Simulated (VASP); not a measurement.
Write the native input for VASP 6.6.1 that does the following.

```yaml
Task: relaxation of cell and atoms
Functional: r2SCAN
Potentials_or_basis: VASP PAW PBE potentials, release 64 (Ti_sv, H)
Cutoff: 600 eV
k_mesh: 8 × 8 × 8
Occupations: gaussian, width 0.1 eV
Spin: no spin polarisation
Dipole_correction: no
Further_INCAR_settings: ALGO = Normal; EDIFF = 1e-07; IBRION = 2; EDIFFG = -0.04; NSW = 90; ISIF = 3
```

Crystal: TiH3.

```
Ti H
1.0
    -1.54383    1.54383    3.44856
     1.54383   -1.54383    3.44856
     1.54383    1.54383   -3.44856
Ti H
1 3
Direct
  0.00000 0.00000 0.00000
  0.50000 0.50000 0.00000
  0.25000 0.75000 0.50000
  0.75000 0.25000 0.50000
```

These files were run (other wordings do the same):

POSCAR

```
TiH3
1.0
   -1.5438317712      1.5438317712      3.4485592811
    1.5438317712     -1.5438317712      3.4485592811
    1.5438317712      1.5438317712     -3.4485592811
Ti H
1 3
Direct
    0.0000000000      0.0000000000      0.0000000000
    0.5000000000      0.5000000000      0.0000000000
    0.2500000000      0.7500000000      0.5000000000
    0.7500000000      0.2500000000      0.5000000000
```

INCAR.step1

```
SYSTEM = TiH3
PREC     = Accurate       ! precision mode
ENCUT    = 600            ! plane-wave cutoff, eV
ISMEAR   = 0              ! smearing method
SIGMA    = 0.1            ! smearing width, eV
LREAL    = .FALSE.        ! projectors in reciprocal space
LASPH    = .TRUE.         ! aspherical terms in the spheres
NELM     = 60             ! most SCF steps
GGA      = PE             ! functional
ALGO     = Normal         ! electronic algorithm
EDIFF    = 1E-4           ! SCF threshold, eV
LWAVE    = .TRUE.         ! write WAVECAR
LCHARG   = .FALSE.        ! write CHGCAR
```

INCAR.step2

```
SYSTEM = TiH3
PREC     = Accurate       ! precision mode
ENCUT    = 600            ! plane-wave cutoff, eV
EDIFF    = 1E-7           ! SCF threshold, eV
ISMEAR   = 0              ! smearing method
SIGMA    = 0.1            ! smearing width, eV
LREAL    = .FALSE.        ! projectors in reciprocal space
LASPH    = .TRUE.         ! aspherical terms in the spheres
NELM     = 60             ! most SCF steps
ALGO     = Normal         ! electronic algorithm
ISIF     = 3              ! what is computed and relaxed
LWAVE    = .FALSE.        ! write WAVECAR
LCHARG   = .FALSE.        ! write CHGCAR
METAGGA  = R2SCAN         ! meta-GGA
LMIXTAU  = .TRUE.       
IBRION   = 2              ! ionic algorithm
NSW      = 90             ! ionic steps
EDIFFG   = -0.04          ! ionic threshold
ISTART   = 1
```

KPOINTS

```
Automatic mesh
0
G
  8 8 8
  0 0 0
```

Potentials or basis: VASP PAW PBE potentials, release 64 (Ti_sv, H).

Launch:

```bash
$ cat potpaw_PBE.64/Ti_sv/POTCAR potpaw_PBE.64/H/POTCAR > POTCAR
$ cp INCAR.step1 INCAR
$ mpirun -np 1 vasp_std > vasp.out
$ cp INCAR.step2 INCAR
$ mpirun -np 1 vasp_std > vasp.out
```

It gave:

| Item | Value |
| --- | --- |
| Relaxed volume | 5.74 Å³/atom |
| Relaxed cell | a = 3.443 Å, b = 3.443 Å, c = 3.443 Å, α = 130.63°, β = 130.63°, γ = 72.39° |
| Space group after relaxing (to 0.1 Å) | I4/mmm (No. 139) |
| Energy gained by relaxing | 287.0 meV/atom |
| Ionic steps | 8 |
| Pressure after relaxing | 0.5 GPa |
| Band gap on the k mesh | zero (an odd number of electrons rules out a gap without spin polarisation) |

Caveat: the volume moved by over 15 % at a fixed basis, so the end points are rough; the PAW data sets were made with another functional, which shifts forces and pressure a little; an odd number of electrons without spin polarisation forces a metal; a magnetic or distorted state may lie lower.

Run time: 8.8 min on 1 thread of Intel(R) Xeon(R) 6975P-C (Granite Rapids), on a shared host, peak memory 0.25 GiB.
